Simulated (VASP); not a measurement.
# GaN (F-43m) in VASP: settings compared, part 2 of 2

VASP 6.6.1. Earlier steps stand in the parts before.

## (3) Single point, r2SCAN (volume scaled by 0.94)

File POSCAR:

```
GaN
1.0
    0.0000000000      2.2030272149      2.2030272149
    2.2030272149      0.0000000000      2.2030272149
    2.2030272149      2.2030272149      0.0000000000
Ga N
1 1
Direct
    0.0000000000      0.0000000000      0.0000000000
    0.7500000000      0.7500000000      0.7500000000
```

File INCAR.step1:

```
PREC = Accurate
ENCUT = 520
ISMEAR = 0
SIGMA = 0.02
LREAL = False
LASPH = True
NELM = 100
NBANDS = 16
GGA = PE
ALGO = Normal
EDIFF = 1E-4
LWAVE = True
LCHARG = False
```

File INCAR.step2:

```
PREC = Accurate
ENCUT = 520
EDIFF = 1E-6
ISMEAR = 0
SIGMA = 0.02
LREAL = False
LASPH = True
NELM = 100
ALGO = Normal
ISIF = 2
LWAVE = False
LCHARG = False
METAGGA = R2SCAN
LMIXTAU = True
NBANDS = 16
ISTART = 1
```

File KPOINTS:

```
regular mesh
0
Gamma
  10 10 10
```

Potentials or basis: VASP PAW PBE potentials, release 64 (Ga_d, N).

Started as:

```
cat potpaw_PBE.64/Ga_d/POTCAR potpaw_PBE.64/N/POTCAR > POTCAR
cp INCAR.step1 INCAR
mpirun -np 1 vasp_std > vasp.out
cp INCAR.step2 INCAR
mpirun -np 1 vasp_std > vasp.out
```

OUTCAR:

```text
PREC = Accurate
   ENCUT = 520
   EDIFF = 1E-6
   ISMEAR = 0
   LREAL = False
   LASPH = True
   NELM = 100
   ISIF = 2
   METAGGA = R2SCAN
   ISTART = 1

 ion  position               nearest neighbor table
   1  0.000  0.000  0.000-   2 1.91   2 1.91   2 1.91   2 1.91
   2  0.750  0.750  0.750-   1 1.91   1 1.91   1 1.91   1 1.91

  LATTYP: Found a face centered cubic cell.
 ALAT       =     4.4060544298

  Lattice vectors:

 A1 = (   0.0000000000,   2.2030272149,   2.2030272149)
 A2 = (   2.2030272149,   0.0000000000,   2.2030272149)
[... 624 lines left out ...]
      3      -7.8325      2.00000
      4      -7.8301      2.00000
      5      -7.6136      2.00000
      6      -6.9250      2.00000
[... 8 lines left out ...]
     15      29.8493      0.00000
     16      30.3078      0.00000

 [... further k-points ...]
[... 5 lines left out ...]
  --------------------------------------------------------------------------------------
  -------------------------------------------------------------------------------------
  Total        2.0268203      2.0268203      2.0268203      0.0000000      0.0000000     -0.0000000
  in kB      151.8575028    151.8575028    151.8575028      0.0000000      0.0000000     -0.0000000
  external PRESSURE =     151.8575028 kB  Pullay stress =       0.0000000 kB

 VOLUME and BASIS-vectors are now :
 -----------------------------------------------------------------------------
  energy-cutoff  :      520.00
  volume of cell :       21.38
      direct lattice vectors                 reciprocal lattice vectors
     0.000000000  2.203027215  2.203027215    -0.226960428  0.226960428  0.226960428
     2.203027215  0.000000000  2.203027215     0.226960428 -0.226960428  0.226960428
     2.203027215  2.203027215  0.000000000     0.226960428  0.226960428 -0.226960428

 POSITION                                       TOTAL-FORCE (eV/Angst)
 -----------------------------------------------------------------------------------
      0.00000      0.00000      0.00000         0.000000     -0.000000     -0.000000
      3.30454      3.30454      3.30454        -0.000000      0.000000      0.000000
 -----------------------------------------------------------------------------------
    total drift:                               -0.000007     -0.000007     -0.000007

  FREE ENERGIE OF THE ION-ELECTRON SYSTEM (eV)
  ---------------------------------------------------
  free  energy   TOTEN  =       -21.8289762437 eV

  energy  without entropy=      -21.8289762437  energy(sigma->0) =      -21.82897624
```

OSZICAR.step1:

```text
N       E                     dE             d eps       ncg     rms          rms(c)
DAV:   1     0.792837559578E+02    0.79284E+02   -0.93730E+03  1704   0.205E+03
DAV:   2    -0.898376704642E+01   -0.88268E+02   -0.83056E+02  1760   0.325E+02
DAV:   3    -0.140922164896E+02   -0.51084E+01   -0.50923E+01  1728   0.676E+01
DAV:   4    -0.141457481033E+02   -0.53532E-01   -0.53529E-01  1912   0.733E+00
DAV:   5    -0.141464397165E+02   -0.69161E-03   -0.69161E-03  1760   0.757E-01    0.798E+00
DAV:   6    -0.120223912549E+02    0.21240E+01   -0.48346E+00  2312   0.420E+01    0.268E+00
DAV:   7    -0.120351832546E+02   -0.12792E-01   -0.35786E-01  1616   0.642E+00    0.180E+00
DAV:   8    -0.120313890009E+02    0.37943E-02   -0.47067E-02  1856   0.344E+00    0.688E-01
DAV:   9    -0.120277247197E+02    0.36643E-02   -0.14317E-02  2216   0.299E+00    0.168E-01
DAV:  10    -0.120279795801E+02   -0.25486E-03   -0.15666E-03  1880   0.601E-01    0.694E-02
DAV:  11    -0.120278870520E+02    0.92528E-04   -0.25960E-04  1512   0.249E-01
   1 F= -.12027887E+02 E0= -.12027887E+02  d E =-.201253E-56
```

Run time: 36 s. Hardware: 1 thread of Intel Xeon Platinum 8488C (Sapphire Rapids), shared host; peak memory 0.15 GiB.

Results:

```
Free energy            : -21.8290 eV
Pressure               : 15.2 GPa
Band gap on the k mesh : 2.57 eV, direct
```

Caveat: the cell differs from its parent crystal (volume scaled by 0.94); the PAW data sets were made with another functional, which shifts forces and pressure a little.

## (4) Single point, r2SCAN (volume scaled by 0.97)

File POSCAR:

```
GaN
1.0
    0.0000000000      2.2262186794      2.2262186794
    2.2262186794      0.0000000000      2.2262186794
    2.2262186794      2.2262186794      0.0000000000
Ga N
1 1
Direct
    0.0000000000      0.0000000000      0.0000000000
    0.7500000000      0.7500000000      0.7500000000
```

File INCAR.step1:

```
SYSTEM = GaN
PREC     = Accurate       ! precision mode
ENCUT    = 520            ! plane-wave cutoff, eV
ISMEAR   = 0              ! smearing method
SIGMA    = 0.02           ! smearing width, eV
LREAL    = .False.        ! projectors in reciprocal space
LASPH    = .True.         ! aspherical terms in the spheres
NELM     = 100            ! most SCF steps
NBANDS   = 16             ! bands
GGA      = PE             ! functional
ALGO     = Normal         ! electronic algorithm
EDIFF    = 1E-4           ! SCF threshold, eV
LWAVE    = .True.         ! write WAVECAR
LCHARG   = .False.        ! write CHGCAR
```

File INCAR.step2:

```
SYSTEM = GaN
PREC     = Accurate       ! precision mode
ENCUT    = 520            ! plane-wave cutoff, eV
EDIFF    = 1E-7           ! SCF threshold, eV
ISMEAR   = 0              ! smearing method
SIGMA    = 0.02           ! smearing width, eV
LREAL    = .False.        ! projectors in reciprocal space
LASPH    = .True.         ! aspherical terms in the spheres
NELM     = 100            ! most SCF steps
ALGO     = Normal         ! electronic algorithm
ISIF     = 2              ! what is computed and relaxed
LWAVE    = .False.        ! write WAVECAR
LCHARG   = .False.        ! write CHGCAR
METAGGA  = R2SCAN         ! meta-GGA
LMIXTAU  = .True.       
NBANDS   = 16             ! bands
ISTART   = 1
```

File KPOINTS:

```
regular mesh
0
Gamma
  10 10 10
  0 0 0
```

Started as:

```
cat potpaw_PBE.64/Ga_d/POTCAR potpaw_PBE.64/N/POTCAR > POTCAR
cp INCAR.step1 INCAR
mpirun -np 1 vasp_std > vasp.out
cp INCAR.step2 INCAR
mpirun -np 1 vasp_std > vasp.out
```

Wall time 45 s (1 thread of Intel Xeon Platinum 8488C (Sapphire Rapids), shared host); peak memory 0.15 GiB.

It converged, with:

```
Free energy            : -21.8777 eV
Pressure               : 7.6 GPa
Band gap on the k mesh : 2.36 eV, direct
```

Levels at points of the mesh, in eV from the valence-band top:
| k point | band 7 | band 8 | band 9 | band 10 | band 11 | band 12 |
| --- | --- | --- | --- | --- | --- | --- |
| (0.00, 0.00, 0.00) | 0.00 | 0.00 | 0.00 | 2.36 | 11.24 | 11.24 |
| (0.50, 0.00, 0.00) | -7.41 | -1.04 | -1.04 | 5.42 | 9.64 | 11.20 |
| (0.50, 0.50, 0.00) | -6.37 | -2.92 | -2.92 | 3.78 | 7.47 | 12.87 |

Caveat: the cell differs from its parent crystal (volume scaled by 0.97); the PAW data sets were made with another functional, which shifts forces and pressure a little.

## (5) Single point, r2SCAN+D3(BJ)

This run uses another cell than the first one, of 11.30 Å³/atom, 0.994 times its volume.

File POSCAR:

```
GaN
1.0
    0.0000000000      2.2441288366      2.2441288366
    2.2441288366      0.0000000000      2.2441288366
    2.2441288366      2.2441288366      0.0000000000
Ga N
1 1
Direct
    0.0000000000      0.0000000000      0.0000000000
    0.7500000000      0.7500000000      0.7500000000
```

File INCAR.step1:

```
SYSTEM = GaN
PREC     = Accurate       ! precision mode
ENCUT    = 520            ! plane-wave cutoff, eV
ISMEAR   = 0              ! smearing method
SIGMA    = 0.02           ! smearing width, eV
LREAL    = .FALSE.        ! projectors in reciprocal space
LASPH    = .TRUE.         ! aspherical terms in the spheres
NELM     = 100            ! most SCF steps
NBANDS   = 16             ! bands
GGA      = PE             ! functional
ALGO     = Normal         ! electronic algorithm
EDIFF    = 1E-4           ! SCF threshold, eV
LWAVE    = .TRUE.         ! write WAVECAR
LCHARG   = .FALSE.        ! write CHGCAR
```

File INCAR.step2:

```
SYSTEM = GaN
PREC     = Accurate       ! precision mode
ENCUT    = 520            ! plane-wave cutoff, eV
EDIFF    = 1E-6           ! SCF threshold, eV
ISMEAR   = 0              ! smearing method
SIGMA    = 0.02           ! smearing width, eV
LREAL    = .FALSE.        ! projectors in reciprocal space
LASPH    = .TRUE.         ! aspherical terms in the spheres
NELM     = 100            ! most SCF steps
ALGO     = Normal         ! electronic algorithm
ISIF     = 2              ! what is computed and relaxed
LWAVE    = .FALSE.        ! write WAVECAR
LCHARG   = .TRUE.         ! write CHGCAR
METAGGA  = R2SCAN         ! meta-GGA
LMIXTAU  = .TRUE.       
IVDW     = 12             ! dispersion correction
VDW_S6   = 1.0          
VDW_S8   = 0.78981345   
VDW_A1   = 0.49484001   
VDW_A2   = 5.73083694   
LELF     = .TRUE.         ! ELF
LVHAR    = .TRUE.       
NBANDS   = 16             ! bands
ISTART   = 1
```

File KPOINTS:

```
Automatic mesh
0
G
  10 10 10
  0 0 0
```

Started as:

```
cat potpaw_PBE.64/Ga_d/POTCAR potpaw_PBE.64/N/POTCAR > POTCAR
cp INCAR.step1 INCAR
mpirun -np 1 vasp_std > vasp.out
cp INCAR.step2 INCAR
mpirun -np 1 vasp_std > vasp.out
```

Run time: 39 s. Hardware: 1 thread of Intel Xeon Platinum 8488C (Sapphire Rapids), shared host; peak memory 0.16 GiB.

The run converged. Its results:

- Free energy: -22.1370 eV
- Pressure: 0.6 GPa
- Band gap on the k mesh: 2.20 eV, direct
- Dispersion energy per atom: -0.121 eV

Levels at points of the mesh, in eV from the valence-band top:
| k point | band 7 | band 8 | band 9 | band 10 | band 11 | band 12 |
| --- | --- | --- | --- | --- | --- | --- |
| (0.00, 0.00, 0.00) | 0.00 | 0.00 | 0.00 | 2.20 | 11.09 | 11.09 |
| (0.50, 0.00, 0.00) | -7.24 | -1.01 | -1.01 | 5.25 | 9.51 | 11.07 |
| (0.50, 0.50, 0.00) | -6.27 | -2.83 | -2.83 | 3.77 | 7.32 | 12.68 |

Caveat: three body term missing; the PAW data sets were made with another functional, which shifts forces and pressure a little. r2SCAN opens gaps a little over a GGA but as a rule still falls short of measured ones.

## (6) Single point, r2SCAN

File POSCAR:

```
GaN
1.0
    0.0000000000      2.2489367656      2.2489367656
    2.2489367656      0.0000000000      2.2489367656
    2.2489367656      2.2489367656      0.0000000000
Ga N
1 1
Direct
    0.0000000000      0.0000000000      0.0000000000
    0.7500000000      0.7500000000      0.7500000000
```

File INCAR.step1:

```
SYSTEM = GaN
PREC = Accurate ; ENCUT = 520
ISMEAR = 0 ; SIGMA = 0.02
LREAL = .FALSE. ; LASPH = .TRUE.
NELM = 100 ; NBANDS = 16
GGA = PE ; ALGO = Normal
EDIFF = 1E-4 ; LWAVE = .TRUE.
LCHARG = .FALSE.
```

File INCAR.step2:

```
SYSTEM = GaN
PREC = Accurate ; ENCUT = 520
EDIFF = 1E-7 ; ISMEAR = 0
SIGMA = 0.02 ; LREAL = .FALSE.
LASPH = .TRUE. ; NELM = 100
ALGO = Normal ; ISIF = 2
LWAVE = .FALSE. ; LCHARG = .FALSE.
METAGGA = R2SCAN ; LMIXTAU = .TRUE.
NBANDS = 16 ; ISTART = 1
```

File KPOINTS:

```
regular mesh
0
G
  10 10 10
  0 0 0
```

Potentials or basis: VASP PAW PBE potentials, release 64 (Ga_d, N).

Started as:

```
cat potpaw_PBE.64/Ga_d/POTCAR potpaw_PBE.64/N/POTCAR > POTCAR
cp INCAR.step1 INCAR
mpirun -np 1 vasp_std > vasp.out
cp INCAR.step2 INCAR
mpirun -np 1 vasp_std > vasp.out
```

It took 43 s on 1 thread of Intel Xeon Platinum 8488C (Sapphire Rapids), shared host; peak memory 0.15 GiB.

Results (log left out):

| Quantity | Value |
| --- | --- |
| Free energy | -21.8964 eV |
| Pressure | 1.1 GPa |
| Band gap on the k mesh | 2.16 eV, direct |

Levels at points of the mesh, in eV from the valence-band top:
```tsv
k point	band 7	band 8	band 9	band 10	band 11	band 12
(0.00, 0.00, 0.00)	0.00	0.00	0.00	2.16	11.04	11.04
(0.50, 0.00, 0.00)	-7.20	-1.00	-1.00	5.21	9.47	11.03
(0.50, 0.50, 0.00)	-6.24	-2.80	-2.80	3.77	7.28	12.63
```

Caveat: the PAW data sets were made with another functional, which shifts forces and pressure a little. r2SCAN opens gaps a little over a GGA but as a rule still falls short of measured ones.

## (7) The runs side by side

| level | cell | gap on the mesh (eV) | pressure (GPa) |
| --- | --- | --- | --- |
| r2SCAN | a = 3.180 Å, angles 60.0°, 2 atoms | 2.16 | 1.1 |
| r2SCAN | a = 3.116 Å, angles 60.0°, 2 atoms | 2.57 | 15.2 |
| r2SCAN | a = 3.148 Å, angles 60.0°, 2 atoms | 2.36 | 7.6 |
| r2SCAN+D3(BJ) | a = 3.174 Å, angles 60.0°, 2 atoms | 2.20 | 0.6 |

Alike in all rows: task single point; potentials or basis VASP PAW PBE potentials, release 64 (Ga_d, N); no spin polarisation; k mesh 10 × 10 × 10; cutoff (eV) 520; smearing gaussian 0.02 eV.

Caveats: the PAW data sets were made with another functional, which shifts forces and pressure a little; three body term missing (some runs).

Absolute energies hang on the potentials; compare differences alone.
